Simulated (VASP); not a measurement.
# AlNi (P-1) in VASP: single point with PBE

Aim: the single point of AlNi with PBE.

Program: VASP 6.6.1. These are calculated values, not measurements. Logs are shortened: lines on timing, memory, paths and dates and some standing lists are left out, and cuts for length are marked.

## 1. The cell of the first run

The typed cell holds 16 atoms: a = 5.240 Å, b = 6.633 Å, c = 6.628 Å, α = 85.70°, β = 69.51°, γ = 67.50°.

## 2. Single point, PBE

The input, INCAR:

```
PREC = Accurate ; ENCUT = 520
EDIFF = 1E-6 ; ISMEAR = 0
SIGMA = 0.1 ; LREAL = Auto
LASPH = T ; NELM = 100
ALGO = Fast ; ISIF = 2
LWAVE = F ; LCHARG = T
GGA = PE ; LELF = T
LVHAR = T ; NBANDS = 66
```

The input, KPOINTS:

```
regular mesh
0
Gamma
  7 6 5
```

The input, POSCAR:

```
AlNi
1.0
    5.2379340000     -0.1382070000      0.0399190000
    2.5790480000     -0.2774790000     -6.1049390000
    2.4807600000      6.1417140000      0.2283350000
Al Ni
8 8
Direct
    0.9978448683      0.4651435330      0.5535209113
    0.2041282356      0.0286467597      0.4750081331
    0.5112897082      0.4509613791      0.5385125545
    0.0429017790      0.9719057191      0.0279904883
    0.2491838781      0.5354109541      0.9494794391
    0.7357273244      0.5496072920      0.9644837006
    0.5045956317      0.2712770919      0.2020692775
    0.7424431980      0.7292783113      0.3009322306
    0.7322978613      0.0468281229      0.4529101782
    0.5147290860      0.9537304324      0.0500960687
    0.2518181988      0.6878697008      0.2868066299
    0.2486207293      0.2170523220      0.7854586951
    0.5084792973      0.7850267059      0.7037244818
    0.9952055458      0.3126943696      0.2161922515
    0.7385544501      0.2155363027      0.7992754664
    0.9984134934      0.7835051262      0.7175451461
```

Potentials or basis: VASP PAW PBE potentials, release 64 (Al, Ni).

The run is started by

```console
> cat potpaw_PBE.64/Al/POTCAR potpaw_PBE.64/Ni/POTCAR > POTCAR
> mpirun -np 1 vasp_std > vasp.out
```

OUTCAR:

```text
PREC = Accurate
   ENCUT = 520
   EDIFF = 1E-6
   ISMEAR = 0
   LREAL = Auto
   LASPH = T
   NELM = 100
   ISIF = 2
   GGA = PE

 ion  position               nearest neighbor table
   1  0.998  0.465  0.554-  16 2.45  12 2.49  14 2.53  13 2.54  11 2.56   6 2.58   3 2.62   3 2.62
                             8 2.65  15 2.65   2 2.69   7 2.76
   2  0.204  0.029  0.475-  16 2.48   9 2.48  11 2.55  15 2.55  12 2.61  13 2.61  14 2.63   8 2.65
                            10 2.69   1 2.69   9 2.77   7 2.80
   3  0.511  0.451  0.539-   9 2.50  13 2.54  15 2.54  14 2.56   5 2.58  12 2.58  11 2.58   1 2.62
                             7 2.62   1 2.62  16 2.67   8 2.70
   4  0.043  0.972  0.028-  12 2.48  10 2.48  14 2.55  13 2.55  16 2.61  15 2.61  11 2.63   7 2.65
                             9 2.69   5 2.69  10 2.77   8 2.80
   5  0.249  0.535  0.949-  12 2.45  16 2.49  11 2.53  15 2.54  14 2.56   3 2.58   6 2.62   6 2.62
                             7 2.65  13 2.65   4 2.69   8 2.76
   6  0.736  0.550  0.964-  10 2.50  15 2.54  13 2.54  11 2.56   1 2.58  16 2.58  14 2.58   5 2.62
                             8 2.62   5 2.62  12 2.67   7 2.70
   7  0.505  0.271  0.202-  10 2.38   9 2.46  15 2.51  14 2.54  11 2.57   3 2.62   5 2.65   4 2.65
                             6 2.70  14 2.72   1 2.76   2 2.80
   8  0.742  0.729  0.301-   9 2.38  10 2.46  13 2.51  11 2.54  14 2.57   6 2.62   1 2.65   2 2.65
                             3 2.70  11 2.72   5 2.76   4 2.80
   9  0.732  0.047  0.453-   8 2.38   7 2.46   2 2.48   3 2.50  12 2.61  13 2.63  15 2.64   4 2.69
                            14 2.72  16 2.73  11 2.76   2 2.77
  10  0.515  0.954  0.050-   7 2.38   8 2.46   4 2.48   6 2.50  16 2.61  15 2.63  13 2.64   2 2.69
                            11 2.72  12 2.73  14 2.76   4 2.77
  11  0.252  0.688  0.287-   5 2.53   8 2.54   2 2.55   1 2.56   6 2.56   7 2.57   3 2.58   4 2.63
                            16 2.70  10 2.72   8 2.72   9 2.76
  12  0.249  0.217  0.785-   5 2.45   4 2.48   1 2.49   3 2.58  15 2.60   2 2.61   9 2.61  15 2.65
                            13 2.66   6 2.67  14 2.70  10 2.73
  13  0.508  0.785  0.704-   8 2.51   1 2.54   3 2.54   6 2.54   4 2.55  16 2.60   2 2.61   9 2.63
                            10 2.64  16 2.65   5 2.65  12 2.66
  14  0.995  0.313  0.216-   1 2.53   7 2.54   4 2.55   5 2.56   3 2.56   8 2.57   6 2.58   2 2.63
                            12 2.70   9 2.72   7 2.72  10 2.76
  15  0.739  0.216  0.799-   7 2.51   5 2.54   6 2.54   3 2.54   2 2.55  12 2.60   4 2.61  10 2.63
                             9 2.64  12 2.65   1 2.65  16 2.66
  16  0.998  0.784  0.718-   1 2.45   2 2.48   5 2.49   6 2.58  13 2.60   4 2.61  10 2.61  13 2.65
                            15 2.66   3 2.67  11 2.70   9 2.73

  Warning from LATTYP: Got some problem with cell dimensions!
  Tried to take original basis but could not verify dimensions!
  LATTYP: Found a triclinic cell.
 ALAT       =     6.6277415390
 B/A-ratio  =     1.3606590021
 C/A-ratio  =     1.2719388638
 COS(alpha) =     0.0141717100
 COS(beta)  =     0.6277239180
 COS(gamma) =     0.6797288156

  Lattice vectors:

 A1 = (  -2.4807600000,  -6.1417140000,  -0.2283350000)
 A2 = (   0.0982880000,  -6.4191930000,  -6.3332740000)
 A3 = (   0.1781260000,  -6.0024420000,   5.9165230000)

Analysis of symmetry for initial positions (statically):
=====================================================================
 Subroutine PRICEL returns:
 Original cell was already a primitive cell.

 Routine SETGRP: Setting up the symmetry group for a
 triclinic supercell.

 Subroutine GETGRP returns: Found  1 space group operations
 (whereof  1 operations were pure point group operations)
 out of a pool of  2 trial point group operations.

The static configuration has the point symmetry C_1 .

Analysis of symmetry for dynamics (positions and initial velocities):
=====================================================================
 Subroutine PRICEL returns:
 Original cell was already a primitive cell.

 Routine SETGRP: Setting up the symmetry group for a
 triclinic supercell.

 Subroutine GETGRP returns: Found  1 space group operations
 (whereof  1 operations were pure point group operations)
 out of a pool of  2 trial point group operations.

The dynamic configuration has the point symmetry C_1 .

 Subroutine INISYM returns: Found  1 space group operations
 (whereof  1 operations are pure point group operations),
 and found     1 'primitive' translations

----------------------------------------------------------------------------------------

                                     Primitive cell

  volume of cell :     198.8977

[... 50 lines left out ...]
 Grid dimensions read from file:
 generate k-points for:    7    6    5

 Generating k-lattice:

  Cartesian coordinates                     Fractional coordinates (reciprocal lattice)
     0.026884917 -0.011300696  0.011871240     0.142857143  0.000000000 -0.000000000
     0.000231885  0.000919212 -0.027244119     0.000000000  0.166666667  0.000000000
     0.000859560  0.032258015 -0.001103054    -0.000000000 -0.000000000  0.200000000

  Length of vectors
     0.031486995  0.027260608  0.032288313

  Shift w.r.t. Gamma in fractional coordinates (k-lattice)
     0.000000000  0.000000000  0.000000000

 Subroutine IBZKPT returns following result:
 ===========================================

 Found    106 irreducible k-points:

 Following reciprocal coordinates:
            Coordinates               Weight
  0.000000  0.000000  0.000000      1.000000
  0.142857  0.000000  0.000000      2.000000
  0.285714 -0.000000  0.000000      2.000000
  0.428571 -0.000000  0.000000      2.000000
 -0.000000  0.166667  0.000000      2.000000
  0.142857  0.166667  0.000000      2.000000
[... 16 lines left out ...]
  0.000000 -0.000000  0.200000      2.000000
  0.142857 -0.000000  0.200000      2.000000
 [... further k-points ...]
   k-points           NKPTS =    106   k-points in BZ     NKDIM =    106   number of bands    NBANDS=     66
   number of dos      NEDOS =    301   number of ions     NIONS =     16
   total plane-waves  NPLWV = 100000
   dimension x,y,z NGX =    40 NGY =   50 NGZ =   50
   dimension x,y,z NGXF=    80 NGYF=  100 NGZF=  100
   ions per type =               8   8
   NGX,Y,Z   is equivalent  to a cutoff of  12.69, 12.53, 12.54 a.u.
   NGXF,Y,Z  is equivalent  to a cutoff of  25.38, 25.06, 25.08 a.u.
 SYSTEM =  unknown system
   PREC   = accura    normal or accurate (medium, high low for compatibility)
   ISTART =      0    job   : 0-new  1-cont  2-samecut
   ICHARG =      2    charge: 1-file 2-atom 10-const
   ISPIN  =      1    spin polarized calculation?
   LNONCOLLINEAR =      F non collinear calculations
   LSORBIT =      F    spin-orbit coupling
   LASPH  =      T    aspherical Exc in radial PAW
   ENCUT  =  520.0 eV  38.22 Ry    6.18 a.u.   9.74 12.33 12.32*2*pi/ulx,y,z
   NELM   =    100;   NELMIN=  2; NELMDL= -5     # of ELM steps
   EDIFF  = 0.1E-05   stopping-criterion for ELM
   LREAL  =      T    real-space projection
   EDIFFG = 0.1E-04   stopping-criterion for IOM
   NSW    =      0    number of steps for IOM
[... 5 lines left out ...]
   TEBEG  =    0.0;   TEEND  =   0.0 temperature during run
   PSTRESS=    0.0 pullay stress
   NELECT =     104.0000    total number of electrons
   NUPDOWN=      -1.0000    fix difference up-down
   EMIN   =  10.00;   EMAX   =-10.00  energy-range for DOS
   EFERMI =   0.00;   METHOD = LEGACY
   ISMEAR =     0;   SIGMA  =   0.10  broadening in eV -4-tet -1-fermi 0-gaus
   EFERMI_NEDOS =   21; number of points for ismear=-14 and -15
   IALGO  =     68    algorithm
   IMIX   =      4    mixing-type and parameters
     AMIX     =   0.40;   BMIX     =  1.00
     AMIX_MAG =   1.60;   BMIX_MAG =  1.00
  volume/ion in A,a.u.               =      12.43        83.89
  Fermi-wavevector in a.u.,A,eV,Ry     =   1.318892  2.492345 23.667025  1.739477
  Thomas-Fermi vector in A             =   2.448830
   LORBIT       =      0    0 simple, 1 ext, 2 COOP (PROOUT), +10 PAW based schemes
   GGA     = PE    functional components
   LHFCALC =     F    Hartree Fock is set to
   AEXX    =    0.0000 exact exchange contribution
   IVDW    =     0    specifies the selected vdW correction
   LEPSILON=     F    determine dielectric tensor
   LRPA    =     F    only Hartree local field effects (RPA)
 non-spin polarized calculation
 RMM-DIIS sequential band-by-band and
 Gauss-broadening in eV      SIGMA  =   0.10
  energy-cutoff  :      520.00
  volume of cell :      198.90
 maximum number of plane-waves:      5372
   NGX = 19   NGY = 25   NGZ = 25

 number of electron     104.0000013 magnetization

 Free energy of the ion-electron system (eV)
  ---------------------------------------------------
  ext. energy  EPLUGINS =         0.00000000
  ---------------------------------------------------
  free energy    TOTEN  =       -81.26004918 eV

  energy without entropy =      -81.21995984  energy(sigma->0) =      -81.24000451

 E-fermi :   9.4578     XC(G=0): -11.8615

 val. band max:        9.4576655434   @ k =  -0.2857   0.1667  -0.0000
 cond. band min:       9.4618046114   @ k =  -0.2857  -0.3333   0.4000
 fundamental gap:      0.0041390680
 Fermi energy:         9.4577840833

 k-point     1 :       0.0000    0.0000    0.0000
  band No.  band energies     occupation
      1      -1.5600      2.00000
      2       1.9003      2.00000
      3       1.9662      2.00000
      4       2.4487      2.00000
      5       2.7009      2.00000
      6       3.9555      2.00000
[... 1597 lines left out ...]
     63      13.5289      0.00000
     64      13.7861      0.00000

 [... further k-points ...]

 [bands above 64 left out]

------------------------ aborting loop because EDIFF is reached ----------------------------------------

  FORCE on cell =-STRESS in cart. coord.  units (eV):
  Direction    XX          YY          ZZ          XY          YZ          ZX
  --------------------------------------------------------------------------------------
  -------------------------------------------------------------------------------------
  Total        1.0872904     -0.0992083     -0.5434428      0.3428457     -0.7959283     -0.8456878
  in kB        8.7584336     -0.7991508     -4.3775866      2.7617199     -6.4114289     -6.8122559
  external PRESSURE =       1.1938988 kB  Pullay stress =       0.0000000 kB

 VOLUME and BASIS-vectors are now :
 -----------------------------------------------------------------------------
  energy-cutoff  :      520.00
  volume of cell :      198.90
      direct lattice vectors                 reciprocal lattice vectors
     5.237934000 -0.138207000  0.039919000     0.188194417 -0.079104875  0.083098681
     2.579048000 -0.277479000 -6.104939000     0.001391311  0.005515269 -0.163464715
     2.480760000  6.141714000  0.228335000     0.004297798  0.161290077 -0.005515269

 POSITION                                       TOTAL-FORCE (eV/Angst)
 -----------------------------------------------------------------------------------
      7.79943      3.13259     -2.67345        -0.025037     -0.109366     -0.035644
      2.32147      2.88120     -0.05828        -0.006647      0.036274      0.021836
      5.17707      3.11159     -2.60972         0.029592     -0.066987     -0.030522
      2.80075     -0.10370     -5.92532         0.005578     -0.033868     -0.021046
      5.04149      5.64843     -3.04190         0.025424      0.107922      0.034474
      7.66381      5.66940     -3.10572        -0.028480      0.066756      0.032287
[... 8 lines left out ...]
      6.40719      4.74704     -1.10385         0.012627     -0.031452      0.020898
      9.03038      4.05156     -4.57955         0.000519      0.025708      0.007616
 -----------------------------------------------------------------------------------
    total drift:                                0.003953      0.000409      0.000074

  FREE ENERGIE OF THE ION-ELECTRON SYSTEM (eV)
  ---------------------------------------------------
  free  energy   TOTEN  =       -81.2600491832 eV

  energy  without entropy=      -81.2199598355  energy(sigma->0) =      -81.24000451
```

It took 52 min on 1 thread of Oxide Virtual Turin-like, shared host; peak memory 0.84 GiB.

What came out:

- Free energy: -81.2600 eV
- Pressure: 0.1 GPa
- Largest force: 0.118 eV/Å
- Band gap on the k mesh: zero (bands 52 and 53 overlap by 0.68 eV)

Forces in eV/Å, atoms in the order of the input:
```
Al  -0.025 -0.109 -0.036
Al  -0.007  0.036  0.022
Al   0.030 -0.067 -0.031
Al   0.006 -0.034 -0.021
Al   0.025  0.108  0.034
Al  -0.028  0.067  0.032
Al  -0.009  0.000 -0.083
Al   0.011  0.000  0.082
Ni  -0.014 -0.011 -0.045
Ni   0.013  0.012  0.044
Ni   0.019  0.029 -0.003
Ni  -0.001 -0.027 -0.007
Ni  -0.013  0.031 -0.021
Ni  -0.020 -0.030  0.003
Ni   0.013 -0.031  0.021
Ni   0.001  0.026  0.008
```

Spin polarisation is off, so any magnetic state and its effect on volume and gap are missing.
